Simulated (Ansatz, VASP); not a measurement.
# One calculation of GaSb, two programs

```
Ga Sb
1.0
     0.00000    3.06588    2.94324
     3.06588    0.00000    2.94324
     3.06588    3.06588    0.00000
Ga Sb
1 1
Direct
  0.00000 0.00000 0.00000
  0.25000 0.25000 0.25000
```

Change from the starting cell: uniaxial_z strain -4.0%.

Alike in both runs: task single point; functional r2SCAN; k mesh 8 × 8 × 8; occupations fermi-dirac, width 0.02 eV; non-collinear spin, spin-orbit coupling.

```csv
,VASP,Ansatz
version,VASP 6.6.1,Ansatz 0.2.0
potentials or method,"VASP PAW PBE potentials, release 64 (Ga_d, Sb)","plane waves, PAW"
plane-wave cutoff (eV),520,500
valence electrons in the cell,18,28
```

Ansatz gave:

| Property | Result |
| --- | --- |
| pressure (GPa) | 2.4 |
| traceless stress, the component that is largest in VASP (GPa) | 1.26 |
| net moment per atom (μB) | 0.00 |

Question: Which values does VASP return?

Answer: Pressure (GPa): 2.5; traceless stress, the component that is largest in VASP (GPa): 1.25; net moment per atom (μB): 0.00.

VASP's potentials were made for PBE, not for r2SCAN. VASP's potentials hold 18 valence electrons a cell and Ansatz's 28, so a difference there can come from the potentials and not from the codes.
